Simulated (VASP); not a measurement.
# Re (Immm) in VASP: a series of runs, part 2 of 2

VASP 6.6.1. The steps go on from the part before.

### 3 Single point, PBEsol (strain -0.0500 x Voigt [0, 0, 0, 0, 0, 1])

Input file INCAR:

```
PREC = Accurate
ENCUT = 520
EDIFF = 1E-6
ISMEAR = 0
SIGMA = 0.15
LREAL = False
LASPH = True
NELM = 80
ALGO = Fast
ISIF = 2
LWAVE = False
LCHARG = False
GGA = PS
NBANDS = 10
```

Input file KPOINTS:

```
Automatic mesh
0
Gamma
  20 20 20
```

Input file POSCAR:

```
Re
1.0
   -0.0493750000      1.9750000000      1.9750000000
    1.9750000000     -0.0493750000      1.9750000000
    1.9256250000      1.9256250000      0.0000000000
Re
1
Direct
    0.0000000000      0.0000000000      0.0000000000
```

Potentials or basis: VASP PAW PBE potentials, release 64 (Re).

Launch:

```bash
$ cat potpaw_PBE.64/Re/POTCAR > POTCAR
$ mpirun -np 1 vasp_std > vasp.out
```

OUTCAR:

```text
PREC = Accurate
   ENCUT = 520
   EDIFF = 1E-6
   ISMEAR = 0
   LREAL = False
   LASPH = True
   NELM = 80
   ISIF = 2
   GGA = PS

 ion  position               nearest neighbor table
   1  0.000  0.000  0.000-

  LATTYP: Found a body centered orthorhombic cell.
 ALAT       =     2.7232449910
 B/A-ratio  =     1.0512820513
 C/A-ratio  =     1.4504754486

  Lattice vectors:

 A1 = (   0.0493750000,  -1.9750000000,  -1.9750000000)
 A2 = (  -0.0493750000,   1.9750000000,  -1.9750000000)
 A3 = (   1.9750000000,  -0.0493750000,   1.9750000000)

Analysis of symmetry for initial positions (statically):
=====================================================================
 Subroutine PRICEL returns:
 Original cell was already a primitive cell.

 Routine SETGRP: Setting up the symmetry group for a
 body centered orthorhombic supercell.

 Subroutine GETGRP returns: Found  8 space group operations
 (whereof  8 operations were pure point group operations)
 out of a pool of  8 trial point group operations.

The static configuration has the point symmetry D_2h.

Analysis of symmetry for dynamics (positions and initial velocities):
=====================================================================
 Subroutine PRICEL returns:
 Original cell was already a primitive cell.

 Routine SETGRP: Setting up the symmetry group for a
 body centered orthorhombic supercell.

 Subroutine GETGRP returns: Found  8 space group operations
 (whereof  8 operations were pure point group operations)
 out of a pool of  8 trial point group operations.

The dynamic configuration has the point symmetry D_2h.

 Subroutine INISYM returns: Found  8 space group operations
 (whereof  8 operations are pure point group operations),
 and found     1 'primitive' translations

----------------------------------------------------------------------------------------

                                     Primitive cell

  volume of cell :      15.3978

  direct lattice vectors                    reciprocal lattice vectors
    -0.049375000  1.975000000  1.975000000    -0.246989812  0.246989812  0.253164557
     1.975000000 -0.049375000  1.975000000     0.246989812 -0.246989812  0.253164557
     1.925625000  1.925625000  0.000000000     0.259655956  0.259655956 -0.253164557

  length of vectors
     2.793508169  2.793508169  2.723244991     0.431393355  0.431393355  0.446020990

  position of ions in fractional coordinates (direct lattice)
     0.000000000  0.000000000  0.000000000

  ion indices of the primitive-cell ions
   primitive index   ion index
                 1           1

----------------------------------------------------------------------------------------

 KPOINTS: Automatic mesh

Automatic generation of k-mesh.
 Grid dimensions read from file:
 generate k-points for:   20   20   20

 Generating k-lattice:

  Cartesian coordinates                     Fractional coordinates (reciprocal lattice)
    -0.012349491  0.012349491  0.012658228     0.050000000 -0.000000000  0.000000000
     0.012349491 -0.012349491  0.012658228    -0.000000000  0.050000000  0.000000000
     0.012982798  0.012982798 -0.012658228     0.000000000  0.000000000  0.050000000

  Length of vectors
     0.021569668  0.021569668  0.022301050

  Shift w.r.t. Gamma in fractional coordinates (k-lattice)
     0.000000000  0.000000000  0.000000000

 Subroutine IBZKPT returns following result:
 ===========================================

 Found   1166 irreducible k-points:

 Following reciprocal coordinates:
            Coordinates               Weight
  0.000000  0.000000  0.000000      1.000000
  0.050000 -0.000000  0.000000      4.000000
  0.100000  0.000000  0.000000      4.000000
  0.150000 -0.000000  0.000000      4.000000
  0.200000  0.000000  0.000000      4.000000
  0.250000 -0.000000  0.000000      4.000000
[... 16 lines left out ...]
 -0.400000  0.050000  0.000000      4.000000
 -0.350000  0.050000  0.000000      4.000000
 [... further k-points ...]
   k-points           NKPTS =   1166   k-points in BZ     NKDIM =   1166   number of bands    NBANDS=     10
   number of dos      NEDOS =    301   number of ions     NIONS =      1
   total plane-waves  NPLWV =  11520
   dimension x,y,z NGX =    24 NGY =   24 NGZ =   20
   dimension x,y,z NGXF=    48 NGYF=   48 NGZF=   40
   ions per type =               1
   NGX,Y,Z   is equivalent  to a cutoff of  14.28, 14.28, 12.21 a.u.
   NGXF,Y,Z  is equivalent  to a cutoff of  28.57, 28.57, 24.42 a.u.
 SYSTEM =  unknown system
   PREC   = accura    normal or accurate (medium, high low for compatibility)
   ISTART =      0    job   : 0-new  1-cont  2-samecut
   ICHARG =      2    charge: 1-file 2-atom 10-const
   ISPIN  =      1    spin polarized calculation?
   LNONCOLLINEAR =      F non collinear calculations
   LSORBIT =      F    spin-orbit coupling
   LASPH  =      T    aspherical Exc in radial PAW
   ENCUT  =  520.0 eV  38.22 Ry    6.18 a.u.   5.19  5.19  5.06*2*pi/ulx,y,z
   NELM   =     80;   NELMIN=  2; NELMDL= -5     # of ELM steps
   EDIFF  = 0.1E-05   stopping-criterion for ELM
   LREAL  =      F    real-space projection
   EDIFFG = 0.1E-04   stopping-criterion for IOM
   NSW    =      0    number of steps for IOM
   IBRION =     -1    ionic relax: 0-MD 1-quasi-New 2-CG
   NFREE  =      0    steps in history (QN), initial steepest desc. (CG)
   ISIF   =      2    stress and relaxation
   ISYM   =      2    0-nonsym 1-usesym 2-fastsym
   POTIM  = 0.5000    time-step for ionic-motion
   TEBEG  =    0.0;   TEEND  =   0.0 temperature during run
   PSTRESS=    0.0 pullay stress
   NELECT =       7.0000    total number of electrons
   NUPDOWN=      -1.0000    fix difference up-down
   EMIN   =  10.00;   EMAX   =-10.00  energy-range for DOS
   EFERMI =   0.00;   METHOD = LEGACY
   ISMEAR =     0;   SIGMA  =   0.15  broadening in eV -4-tet -1-fermi 0-gaus
   EFERMI_NEDOS =   21; number of points for ismear=-14 and -15
   IALGO  =     68    algorithm
   IMIX   =      4    mixing-type and parameters
     AMIX     =   0.40;   BMIX     =  1.00
     AMIX_MAG =   1.60;   BMIX_MAG =  1.00
  volume/ion in A,a.u.               =      15.40       103.91
  Fermi-wavevector in a.u.,A,eV,Ry     =   1.258793  2.378773 21.559238  1.584559
  Thomas-Fermi vector in A             =   2.392385
   LORBIT       =      0    0 simple, 1 ext, 2 COOP (PROOUT), +10 PAW based schemes
   GGA     = PS    functional components
   LHFCALC =     F    Hartree Fock is set to
   AEXX    =    0.0000 exact exchange contribution
   IVDW    =     0    specifies the selected vdW correction
   LEPSILON=     F    determine dielectric tensor
   LRPA    =     F    only Hartree local field effects (RPA)
 non-spin polarized calculation
 RMM-DIIS sequential band-by-band and
 Gauss-broadening in eV      SIGMA  =   0.15
  energy-cutoff  :      520.00
  volume of cell :       15.40
 maximum number of plane-waves:       426
 NGX is ok and might be reduce to    24
   NGX = 11   NGY = 11   NGZ = 11

 number of electron       7.0000000 magnetization

 Free energy of the ion-electron system (eV)
  ---------------------------------------------------
  ext. energy  EPLUGINS =         0.00000000
  ---------------------------------------------------
  free energy    TOTEN  =       -13.23534727 eV

  energy without entropy =      -13.22499659  energy(sigma->0) =      -13.23017193

 E-fermi :   7.4496     XC(G=0): -13.5705

 val. band max:        7.4495870244   @ k =   0.2500   0.2500   0.0000
 cond. band min:       7.4504429464   @ k =  -0.3000   0.2500   0.0500
 fundamental gap:      0.0008559220
 Fermi energy:         7.4496276033

 k-point     1 :       0.0000    0.0000    0.0000
  band No.  band energies     occupation
      1      -2.4118      2.00000
      2       5.2008      2.00000
      3       5.5577      2.00000
      4       6.0920      2.00000
      5       8.6413      0.00000
      6       8.6452      0.00000
      7      21.3134      0.00000
      8      26.0133      0.00000
      9      26.7472      0.00000
     10      27.4697      0.00000
[... 287 lines left out ...]
 k-point    24 :      -0.3500    0.0500    0.0000
  band No.  band energies     occupation
      1       0.7549      2.00000
      2       5.3039      2.00000
      3       5.6743      2.00000
      4       6.1705      2.00000
      5       9.9686      0.00000
      6      10.2744      0.00000
      7      18.5060      0.00000
      8      22.4467      0.00000
      9      27.8932      0.00000
     10      30.4405      0.00000

 [... further k-points ...]

------------------------ aborting loop because EDIFF is reached ----------------------------------------

  FORCE on cell =-STRESS in cart. coord.  units (eV):
  Direction    XX          YY          ZZ          XY          YZ          ZX
  --------------------------------------------------------------------------------------
  -------------------------------------------------------------------------------------
  Total       -1.7225047     -1.7225047     -1.7880230      0.9400076      0.0000000      0.0000000
  in kB     -179.2302119   -179.2302119   -186.0475247     97.8097519      0.0000000      0.0000000
  external PRESSURE =    -181.5026495 kB  Pullay stress =       0.0000000 kB

 VOLUME and BASIS-vectors are now :
 -----------------------------------------------------------------------------
  energy-cutoff  :      520.00
  volume of cell :       15.40
      direct lattice vectors                 reciprocal lattice vectors
    -0.049375000  1.975000000  1.975000000    -0.246989812  0.246989812  0.253164557
     1.975000000 -0.049375000  1.975000000     0.246989812 -0.246989812  0.253164557
     1.925625000  1.925625000  0.000000000     0.259655956  0.259655956 -0.253164557

 POSITION                                       TOTAL-FORCE (eV/Angst)
 -----------------------------------------------------------------------------------
      0.00000      0.00000      0.00000         0.000000      0.000000      0.000000
 -----------------------------------------------------------------------------------
    total drift:                                0.000000      0.000000     -0.000000

  FREE ENERGIE OF THE ION-ELECTRON SYSTEM (eV)
  ---------------------------------------------------
  free  energy   TOTEN  =       -13.2353472722 eV

  energy  without entropy=      -13.2249965918  energy(sigma->0) =      -13.23017193
```

Wall time 59 s (1 thread of Intel Xeon 6975P-C (Granite Rapids), shared host); peak memory 0.3 GiB.

Results:

```yaml
Free_energy: -13.2353 eV
Pressure: -18.2 GPa
Band_gap_on_the_k_mesh: zero (an odd number of electrons rules out a gap without spin polarisation)
```

Caveat: the cell differs from its parent crystal (strain -0.0500 x Voigt [0, 0, 0, 0, 0, 1]); the cell stands under tension; the PAW data sets were made with another functional, which shifts forces and pressure a little; spin-orbit coupling is left out, which moves the levels of the heavy elements.
